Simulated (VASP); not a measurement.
GeMo2: single point with PBE

GeMo2:

```xyz
3
Lattice="0.0000 2.9741 2.9741 2.9741 0.0000 2.9741 2.9741 2.9741 0.0000" Properties=species:S:1:pos:R:3 pbc="T T T"
Ge    2.9741    2.9741    2.9741
Mo    1.4870    1.4870    1.4870
Mo    4.4611    4.4611    4.4611
```

The cell was built from a structure type or drawn by symmetry, and may not be a known phase.

- Program: VASP 6.6.1
- Task: single point
- Functional: PBE
- Potentials or basis: VASP PAW PBE potentials, release 64 (Ge_d, Mo_sv)
- Cutoff: 520 eV
- k mesh: 14 × 14 × 14
- Occupations: gaussian, width 0.1 eV
- Spin: collinear spin
- Starting moments: [0.0, 0.38, 0.38] μB

| Item | Value |
| --- | --- |
| Pressure | 0.3 GPa |
| Net moment | 0.55 μB per cell |
| Site moments | Ge +0.00; Mo +0.24 μB |
| Valence electrons inside the program's atomic spheres | Ge 12.71; Mo 12.39 |

Levels at points of the mesh, in eV from the Fermi level:
Spin up:
```tsv
k point	band 20	band 21	band 22	band 23	band 24	band 25
(0.00, 0.00, 0.00)	1.53	1.53	1.53	2.13	3.29	3.29
(0.50, 0.00, 0.00)	-0.70	-0.45	-0.45	-0.42	-0.42	0.23
(0.50, 0.50, 0.00)	-2.25	-0.05	-0.05	0.83	0.83	1.74
```
Spin down:
```
           k point  band 17  band 18  band 19  band 20  band 21  band 22  band 23  band 24  band 25  band 26
(0.00, 0.00, 0.00)    -4.59    -3.12    -3.12     1.78     1.78     1.78     2.19     3.42     3.42     6.42
(0.50, 0.00, 0.00)    -3.43    -1.29    -1.29    -0.50    -0.31    -0.31    -0.23    -0.23     0.41     5.87
(0.50, 0.50, 0.00)    -2.47    -2.30    -2.15    -2.15     0.18     0.18     0.99     0.99     1.99     3.29
```

It took 3.3 min on 1 thread of Intel(R) Xeon(R) Platinum 8559C (Emerald Rapids) (shared host), peak memory 0.38 GiB.
